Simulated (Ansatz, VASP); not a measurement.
Two plane-wave programs on GaN

```xyz
2
Lattice="0.0000 2.2490 2.2490 2.2490 0.0000 2.2490 2.2490 2.2490 0.0000" Properties=species:S:1:pos:R:3 pbc="T T T"
Ga    0.0000    0.0000    0.0000
N     3.3734    3.3734    3.3734
```

Alike in both runs: task single point; functional PBE; k mesh 10 × 10 × 10; non-collinear spin, spin-orbit coupling.

|  | VASP | Ansatz |
| --- | --- | --- |
| version | VASP 6.6.1 | Ansatz 0.2.0 |
| potentials or method | VASP PAW PBE potentials, release 64 (Ga_d, N) | plane waves, PAW |
| plane-wave cutoff (eV) | 520 | 420 |
| occupations | gaussian, width 0.01 eV | fixed |
| valence electrons in the cell | 18 | 18 |

|  | VASP | Ansatz | Ansatz less VASP |
| --- | --- | --- | --- |
| pressure (GPa) | 6.2 | 6.2 | 0.00 |
| net moment per atom (μB) | 0.00 | 0.00 | 0.000 |
